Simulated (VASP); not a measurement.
Wanted: the native input for a VASP 6.6.1 run.

```
Task                   : single point
Functional             : r2SCAN
Potentials or basis    : VASP PAW PBE potentials, release 64 (Zn, S)
Cutoff                 : 520 eV
k mesh                 : 8 × 8 × 8
Occupations            : gaussian, width 0.05 eV
Spin                   : no spin polarisation
Dipole correction      : no
Further INCAR settings : ALGO = Normal; EDIFF = 1e-07; NBANDS = 16
```

ZnS:

```
CELL_PARAMETERS angstrom
0.00000 2.70465 2.70465
2.70465 0.00000 2.70465
2.70465 2.70465 0.00000
ATOMIC_POSITIONS crystal
Zn 0.91681 0.91681 0.02437
S 0.75000 0.75000 0.75000
```

This cell differs from its parent crystal: atom 1 (Zn) moved by (-0.225, -0.450) A along [1 1 0] and z.

These files were run (other wordings do the same):

POSCAR

```
ZnS
1.0
    0.0000000000      2.7046500000      2.7046500000
    2.7046500000      0.0000000000      2.7046500000
    2.7046500000      2.7046500000      0.0000000000
Zn S
1 1
Direct
   -0.0831900616     -0.0831900616      0.0243658049
    0.7500000000      0.7500000000      0.7500000000
```

INCAR.step1

```
SYSTEM = ZnS
  PREC = Accurate
  ENCUT = 520
  ISMEAR = 0
  SIGMA = 0.05
  LREAL = .False.
  LASPH = .True.
  NELM = 100
  NBANDS = 16
  GGA = PE
  ALGO = Normal
  EDIFF = 1E-4
  LWAVE = .True.
  LCHARG = .False.
```

INCAR.step2

```
SYSTEM = ZnS
  PREC = Accurate
  ENCUT = 520
  EDIFF = 1E-7
  ISMEAR = 0
  SIGMA = 0.05
  LREAL = .False.
  LASPH = .True.
  NELM = 100
  ALGO = Normal
  ISIF = 2
  LWAVE = .False.
  LCHARG = .False.
  METAGGA = R2SCAN
  LMIXTAU = .True.
  NBANDS = 16
  ISTART = 1
```

KPOINTS

```
regular mesh
0
Gamma
  8 8 8
  0 0 0
```

Potentials or basis: VASP PAW PBE potentials, release 64 (Zn, S).

Run with:

```bash
$ cat potpaw_PBE.64/Zn/POTCAR potpaw_PBE.64/S/POTCAR > POTCAR
$ cp INCAR.step1 INCAR
$ mpirun -np 1 vasp_std > vasp.out
$ cp INCAR.step2 INCAR
$ mpirun -np 1 vasp_std > vasp.out
```

It gave:

* Pressure: 11.5 GPa
* Largest force: 6.501 eV/Å
* Band gap on the k mesh: 2.53 eV

Caveat: the cell differs from its parent crystal (atom 1 (Zn) moved by (-0.225, -0.450) A along [1 1 0] and z); the stress differs along the axes, from 6 to 14 GPa; the PAW data sets were made with another functional, which shifts forces and pressure a little.

It took 9.5 min on 1 thread of Intel Xeon 8259CL (shared host), peak memory 0.23 GiB.
